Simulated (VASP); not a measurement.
# Sb (P6_3/mmc) in VASP: a series of runs

Runs on Sb. Level: LDA. Tasks: single point.

Everything below comes from runs of VASP 6.6.1. Logs are shortened: lines on timing, memory, paths and dates and some standing lists are left out, and cuts for length are marked.

**1. The cell of the first run**

The structure is hexagonal, space group P6_3/mmc (No. 194). The conventional cell has a = 2.802 Å, b = 2.802 Å, c = 4.381 Å, α = 90.00°, β = 90.00°, γ = 120.00°. Sb (site symmetry -6m2) has 12 Sb at 2.72 to 2.80 Å within 3.6 Å.

**2. Single point, LDA (volume scaled by 0.58)**

File INCAR:

```
PREC = Accurate ; ENCUT = 520
EDIFF = 1E-6 ; ISMEAR = -1
SIGMA = 0.05 ; LREAL = F
LASPH = T ; NELM = 100
ALGO = Normal ; ISIF = 2
LWAVE = F ; LCHARG = F
NBANDS = 12
```

File KPOINTS:

```
regular mesh
0
Gamma
  14 14 8
```

File POSCAR:

```
Sb
1.0
    2.8019391937      0.0000000000      0.0000000000
   -1.4009695969      2.4265505216      0.0000000000
    0.0000000000      0.0000000000      4.3805766436
Sb
2
Direct
    0.3333333333      0.6666666667      0.2500000000
    0.6666666667      0.3333333333      0.7500000000
```

Potentials or basis: VASP PAW LDA potentials, release 64 (Sb).

Started as:

```bash
cat potpaw_LDA.64/Sb/POTCAR > POTCAR
mpirun -np 1 vasp_std > vasp.out
```

OUTCAR:

```text
PREC = Accurate
   ENCUT = 520
   EDIFF = 1E-6
   ISMEAR = -1
   LREAL = F
   LASPH = T
   NELM = 100
   ISIF = 2

 ion  position               nearest neighbor table
   1  0.333  0.667  0.250-   2 2.72   2 2.72   2 2.72   2 2.72   2 2.72   2 2.72
   2  0.667  0.333  0.750-   1 2.72   1 2.72   1 2.72   1 2.72   1 2.72   1 2.72

  LATTYP: Found a hexagonal cell.
 ALAT       =     2.8019391937
 C/A-ratio  =     1.5634088896

  Lattice vectors:

 A1 = (   2.8019391937,   0.0000000000,   0.0000000000)
 A2 = (  -1.4009695969,   2.4265505216,   0.0000000000)
 A3 = (   0.0000000000,   0.0000000000,   4.3805766436)

Analysis of symmetry for initial positions (statically):
=====================================================================
 Subroutine PRICEL returns:
 Original cell was already a primitive cell.

 Routine SETGRP: Setting up the symmetry group for a
 hexagonal supercell.

 Subroutine GETGRP returns: Found 24 space group operations
 (whereof 12 operations were pure point group operations)
 out of a pool of 24 trial point group operations.

The static configuration has the point symmetry D_3d.
 The point group associated with its full space group is D_6h.

Analysis of symmetry for dynamics (positions and initial velocities):
=====================================================================
 Subroutine PRICEL returns:
 Original cell was already a primitive cell.

 Routine SETGRP: Setting up the symmetry group for a
 hexagonal supercell.

 Subroutine GETGRP returns: Found 24 space group operations
 (whereof 12 operations were pure point group operations)
 out of a pool of 24 trial point group operations.

The dynamic configuration has the point symmetry D_3d.
 The point group associated with its full space group is D_6h.

 Subroutine INISYM returns: Found 24 space group operations
 (whereof 12 operations are pure point group operations),
 and found     1 'primitive' translations

----------------------------------------------------------------------------------------

                                     Primitive cell

  volume of cell :      29.7837

  direct lattice vectors                    reciprocal lattice vectors
     2.801939194  0.000000000  0.000000000     0.356895682  0.206053818  0.000000000
    -1.400969597  2.426550522  0.000000000     0.000000000  0.412107636  0.000000000
     0.000000000  0.000000000  4.380576644     0.000000000  0.000000000  0.228280448

  length of vectors
     2.801939194  2.801939194  4.380576644     0.412107636  0.412107636  0.228280448

  position of ions in fractional coordinates (direct lattice)
     0.333333333  0.666666667  0.250000000
     0.666666667  0.333333333  0.750000000

  ion indices of the primitive-cell ions
   primitive index   ion index
                 1           1
                 2           2

----------------------------------------------------------------------------------------

 KPOINTS: regular mesh

Automatic generation of k-mesh.
 Grid dimensions read from file:
 generate k-points for:   14   14    8

 Generating k-lattice:

  Cartesian coordinates                     Fractional coordinates (reciprocal lattice)
     0.025492549  0.014718130  0.000000000     0.071428571  0.000000000  0.000000000
     0.000000000  0.029436260  0.000000000     0.000000000  0.071428571  0.000000000
     0.000000000  0.000000000  0.028535056     0.000000000  0.000000000  0.125000000

  Length of vectors
     0.029436260  0.029436260  0.028535056

  Shift w.r.t. Gamma in fractional coordinates (k-lattice)
     0.000000000  0.000000000  0.000000000

 Subroutine IBZKPT returns following result:
 ===========================================

 Found    120 irreducible k-points:

 Following reciprocal coordinates:
            Coordinates               Weight
  0.000000  0.000000  0.000000      1.000000
  0.071429  0.000000  0.000000      6.000000
  0.142857  0.000000  0.000000      6.000000
  0.214286  0.000000  0.000000      6.000000
  0.285714  0.000000  0.000000      6.000000
  0.357143  0.000000  0.000000      6.000000
[... 16 lines left out ...]
  0.285714  0.285714  0.000000      6.000000
  0.357143  0.285714  0.000000      6.000000
 [... further k-points ...]
   k-points           NKPTS =    120   k-points in BZ     NKDIM =    120   number of bands    NBANDS=     12
   number of dos      NEDOS =    301   number of ions     NIONS =      2
   total plane-waves  NPLWV =  20736
   dimension x,y,z NGX =    24 NGY =   24 NGZ =   36
   dimension x,y,z NGXF=    48 NGYF=   48 NGZF=   72
   ions per type =               2
   NGX,Y,Z   is equivalent  to a cutoff of  14.24, 14.24, 13.66 a.u.
   NGXF,Y,Z  is equivalent  to a cutoff of  28.48, 28.48, 27.32 a.u.
 SYSTEM =  unknown system
   PREC   = accura    normal or accurate (medium, high low for compatibility)
   ISTART =      0    job   : 0-new  1-cont  2-samecut
   ICHARG =      2    charge: 1-file 2-atom 10-const
   ISPIN  =      1    spin polarized calculation?
   LNONCOLLINEAR =      F non collinear calculations
   LSORBIT =      F    spin-orbit coupling
   LASPH  =      T    aspherical Exc in radial PAW
   ENCUT  =  520.0 eV  38.22 Ry    6.18 a.u.   5.21  5.21  8.14*2*pi/ulx,y,z
   NELM   =    100;   NELMIN=  2; NELMDL= -5     # of ELM steps
   EDIFF  = 0.1E-05   stopping-criterion for ELM
   LREAL  =      F    real-space projection
   EDIFFG = 0.1E-04   stopping-criterion for IOM
   NSW    =      0    number of steps for IOM
   IBRION =     -1    ionic relax: 0-MD 1-quasi-New 2-CG
   NFREE  =      0    steps in history (QN), initial steepest desc. (CG)
   ISIF   =      2    stress and relaxation
   ISYM   =      2    0-nonsym 1-usesym 2-fastsym
   POTIM  = 0.5000    time-step for ionic-motion
   TEBEG  =    0.0;   TEEND  =   0.0 temperature during run
   PSTRESS=    0.0 pullay stress
   NELECT =      10.0000    total number of electrons
   NUPDOWN=      -1.0000    fix difference up-down
   EMIN   =  10.00;   EMAX   =-10.00  energy-range for DOS
   EFERMI =   0.00;   METHOD = LEGACY
   ISMEAR =    -1;   SIGMA  =   0.05  broadening in eV -4-tet -1-fermi 0-gaus
   EFERMI_NEDOS =   21; number of points for ismear=-14 and -15
   IALGO  =     38    algorithm
   IMIX   =      4    mixing-type and parameters
     AMIX     =   0.40;   BMIX     =  1.00
     AMIX_MAG =   1.60;   BMIX_MAG =  1.00
  volume/ion in A,a.u.               =      14.89       100.50
  Fermi-wavevector in a.u.,A,eV,Ry     =   1.137841  2.150208 17.615232  1.294683
  Thomas-Fermi vector in A             =   2.274546
   LORBIT       =      0    0 simple, 1 ext, 2 COOP (PROOUT), +10 PAW based schemes
   GGA     = CA    functional components
   LHFCALC =     F    Hartree Fock is set to
   AEXX    =    0.0000 exact exchange contribution
   IVDW    =     0    specifies the selected vdW correction
   LEPSILON=     F    determine dielectric tensor
   LRPA    =     F    only Hartree local field effects (RPA)
 non-spin polarized calculation
  energy-cutoff  :      520.00
  volume of cell :       29.78
 maximum number of plane-waves:       816
 NGX is ok and might be reduce to    24
   NGX = 11   NGY = 11   NGZ = 17

 number of electron      10.0000000 magnetization

 number of electron       9.9999999 magnetization

 Free energy of the ion-electron system (eV)
  ---------------------------------------------------
  ext. energy  EPLUGINS =         0.00000000
  ---------------------------------------------------
  free energy    TOTEN  =        -3.53117469 eV

  energy without entropy =       -3.52293070  energy(sigma->0) =       -3.52705270

 E-fermi :  18.8850     XC(G=0): -13.1090

 val. band max:       18.8671924618   @ k =   0.3571   0.2143   0.1250
 cond. band min:      18.8867267189   @ k =   0.2143   0.0000   0.5000
 fundamental gap:      0.0195342571
 Fermi energy:        18.8849760134

 k-point     1 :       0.0000    0.0000    0.0000
  band No.  band energies     occupation
      1      -0.5834      2.00000
      2       8.2793      2.00000
      3       8.3070      2.00000
      4      24.7373      0.00000
      5      24.7373      0.00000
      6      27.1945      0.00000
      7      27.2692      0.00000
      8      27.2692      0.00000
      9      28.0875      0.00000
     10      30.2157      0.00000
     11      32.0483      0.00000
     12      32.1162      0.00000

 k-point     2 :       0.0714    0.0000    0.0000
  band No.  band energies     occupation
      1      -0.4394      2.00000
      2       8.4309      2.00000
      3       8.4427      2.00000
      4      22.9389      0.00000
      5      23.8647      0.00000
      6      25.9682      0.00000
      7      28.2054      0.00000
      8      28.6776      0.00000
      9      29.3080      0.00000
     10      29.7869      0.00000
     11      30.5821      0.00000
     12      31.0178      0.00000

 k-point     3 :       0.1429    0.0000    0.0000
  band No.  band energies     occupation
      1      -0.0064      2.00000
      2       8.8055      2.00000
      3       8.9286      2.00000
      4      19.9877      0.00000
      5      22.4489      0.00000
      6      25.1194      0.00000
      7      27.5000      0.00000
      8      27.5809      0.00000
      9      29.5213      0.00000
     10      29.9324      0.00000
     11      30.2553      0.00000
     12      30.4471      0.00000

 k-point     4 :       0.2143    0.0000    0.0000
  band No.  band energies     occupation
      1       0.7180      2.00000
      2       9.4387      2.00000
      3       9.7228      2.00000
      4      16.9671      2.00000
      5      21.1085      0.00000
      6      24.3505      0.00000
      7      24.9036      0.00000
      8      25.0843      0.00000
      9      28.6183      0.00000
     10      29.1450      0.00000
     11      30.0753      0.00000
     12      30.6569      0.00000

 k-point     5 :       0.2857    0.0000    0.0000
  band No.  band energies     occupation
      1       1.7369      2.00000
      2      10.3395      2.00000
      3      10.7990      2.00000
      4      14.0634      2.00000
      5      19.9794      0.00000
      6      21.9507      0.00000
      7      22.7266      0.00000
      8      24.0123      0.00000
      9      27.4801      0.00000
     10      28.1801      0.00000
     11      29.6407      0.00000
     12      30.7076      0.00000
[... 228 lines left out ...]
      1       4.7949      2.00000
      2      10.8318      2.00000
      3      13.0059      2.00000
      4      13.4389      2.00000
      5      13.8010      2.00000
      6      19.0973      0.02824
      7      19.6923      0.00000
      8      20.9619      0.00000
      9      22.7419      0.00000
     10      29.6008      0.00000
     11      32.2372      0.00000
     12      34.4016      0.00000

 k-point    22 :       0.3571    0.2143    0.0000
  band No.  band energies     occupation
      1       6.4826      2.00000
      2       8.6956      2.00000
      3      12.7786      2.00000
      4      14.9026      2.00000
      5      15.1519      2.00000
      6      16.9025      2.00000
      7      18.0994      2.00000
      8      20.6517      0.00000
      9      22.3899      0.00000
     10      29.4459      0.00000
     11      34.1144      0.00000
     12      34.4150      0.00000

 k-point    23 :       0.2857    0.2857    0.0000
  band No.  band energies     occupation
      1       6.3636      2.00000
      2       9.9442      2.00000
      3      11.3023      2.00000
      4      14.7620      2.00000
      5      15.2048      2.00000
      6      18.5165      1.99874
      7      18.6159      1.99085
      8      18.6961      1.95523
      9      21.6332      0.00000
     10      31.7008      0.00000
     11      32.2318      0.00000
     12      35.0755      0.00000

 k-point    24 :       0.3571    0.2857    0.0000
  band No.  band energies     occupation
      1       7.8342      2.00000
      2       8.5807      2.00000
      3      10.7884      2.00000
      4      16.2784      2.00000
      5      16.4273      2.00000
      6      16.7201      2.00000
      7      17.4987      2.00000
      8      18.5038      1.99902
      9      21.2827      0.00000
     10      31.8489      0.00000
     11      33.9741      0.00000
     12      34.2331      0.00000

 [... further k-points ...]

------------------------ aborting loop because EDIFF is reached ----------------------------------------

  FORCE on cell =-STRESS in cart. coord.  units (eV):
  Direction    XX          YY          ZZ          XY          YZ          ZX
  --------------------------------------------------------------------------------------
  -------------------------------------------------------------------------------------
  Total       25.8259552     25.8259552     25.9119037     -0.0000000     -0.0000000      0.0000000
  in kB     1389.2731712   1389.2731712   1393.8966566     -0.0000000     -0.0000000      0.0000000
  external PRESSURE =    1390.8143330 kB  Pullay stress =       0.0000000 kB

 VOLUME and BASIS-vectors are now :
 -----------------------------------------------------------------------------
  energy-cutoff  :      520.00
  volume of cell :       29.78
      direct lattice vectors                 reciprocal lattice vectors
     2.801939194  0.000000000  0.000000000     0.356895682  0.206053818  0.000000000
    -1.400969597  2.426550522  0.000000000     0.000000000  0.412107636  0.000000000
     0.000000000  0.000000000  4.380576644     0.000000000  0.000000000  0.228280448

 POSITION                                       TOTAL-FORCE (eV/Angst)
 -----------------------------------------------------------------------------------
     -0.00000      1.61770      1.09514        -0.000000     -0.000000      0.000000
      1.40097      0.80885      3.28543         0.000000      0.000000      0.000000
 -----------------------------------------------------------------------------------
    total drift:                               -0.000000      0.000000      0.000000

  FREE ENERGIE OF THE ION-ELECTRON SYSTEM (eV)
  ---------------------------------------------------
  free  energy   TOTEN  =        -3.5311746917 eV

  energy  without entropy=       -3.5229306992  energy(sigma->0) =       -3.52705270
```

Run time: 15 s. Hardware: 1 thread of Intel Xeon 6975P-C, shared host; peak memory 0.16 GiB.

Results:

| Quantity | Value |
| --- | --- |
| Free energy | -3.5312 eV |
| Pressure | 139.1 GPa |
| Band gap on the k mesh | zero (band 5 reaches 26.48 eV, above the bottom of band 6 at 13.07 eV) |

Stress tensor (GPa, compression positive):
```
138.93   0.00   0.00
  0.00 138.93   0.00
  0.00   0.00 139.39
```

Levels at points of the mesh, in eV from the Fermi level:
```
           k point  band 3  band 4  band 5  band 6  band 7  band 8
(0.00, 0.00, 0.00)  -10.58    5.85    5.85    8.31    8.38    8.38
(0.50, 0.00, 0.00)   -4.52   -4.33   -3.75   -1.38   -0.46    4.50
(0.00, 0.00, 0.50)    0.22    0.22    7.59    7.59    7.59    7.59
(0.50, 0.00, 0.50)   -9.49   -9.49    2.12    2.12    4.36    4.36
```

Caveat: spin-orbit coupling is left out, which moves the levels of the heavy elements.

(Part 1 of 2 ends here.)
